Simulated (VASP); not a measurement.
CoSn:

```
Co Sn
1.0
     5.29659    0.00000    0.00000
    -2.64829    4.58698    0.00000
     0.00000    0.00000    4.23029
Co Sn
3 3
Direct
  0.00000 0.50000 0.00000
  0.50000 0.50000 0.00000
  0.50000 0.00000 0.00000
  0.66667 0.33333 0.50000
  0.33333 0.66667 0.50000
  0.00000 0.00000 0.00000
```

```yaml
Program: VASP 6.6.1
Task: relaxation of cell and atoms
Functional: LDA
Potentials_or_basis: VASP PAW LDA potentials, release 64 (Co, Sn_d)
Cutoff: 600 eV
k_mesh: 12 × 12 × 8
Occupations: gaussian, width 0.1 eV
Spin: no spin polarisation
```

At the start: pressure -9.5 GPa; volume 17.13 Å³/atom.

**Question.** Where does the relaxation end?

**Answer.** Over 5 steps the energy falls by 37.5 meV/atom and the volume is 15.94 Å³/atom (-6.9 %); space group P6/mmm (No. 191, to 0.1 Å) before and after.

The path:
```csv
step,energy change (eV),largest force (eV/Å),pressure (GPa),volume (Å³)
1,0.0000,0.0000,-9.48,102.78
2,0.0907,0.0000,15.06,88.43
3,-0.2251,0.0000,-0.18,95.79
4,-0.2252,0.0000,0.05,95.66
5,-0.2252,0.0000,0.05,95.66
```

Final structure:
```yaml
crystal:
  lattice:
    - [5.17531, 0.00000, 0.00000]
    - [-2.58765, 4.48195, 0.00000]
    - [0.00000, 0.00000, 4.12405]
  atoms:
    - { symbol: Co, position: [0.00000, 0.50000, 0.00000] }
    - { symbol: Co, position: [0.50000, 0.50000, 0.00000] }
    - { symbol: Co, position: [0.50000, 0.00000, 0.00000] }
    - { symbol: Sn, position: [0.66667, 0.33333, 0.50000] }
    - { symbol: Sn, position: [0.33333, 0.66667, 0.50000] }
    - { symbol: Sn, position: [0.00000, 0.00000, 0.00000] }
```

Caveat: the run has no spin polarisation, though such a crystal can be magnetic.
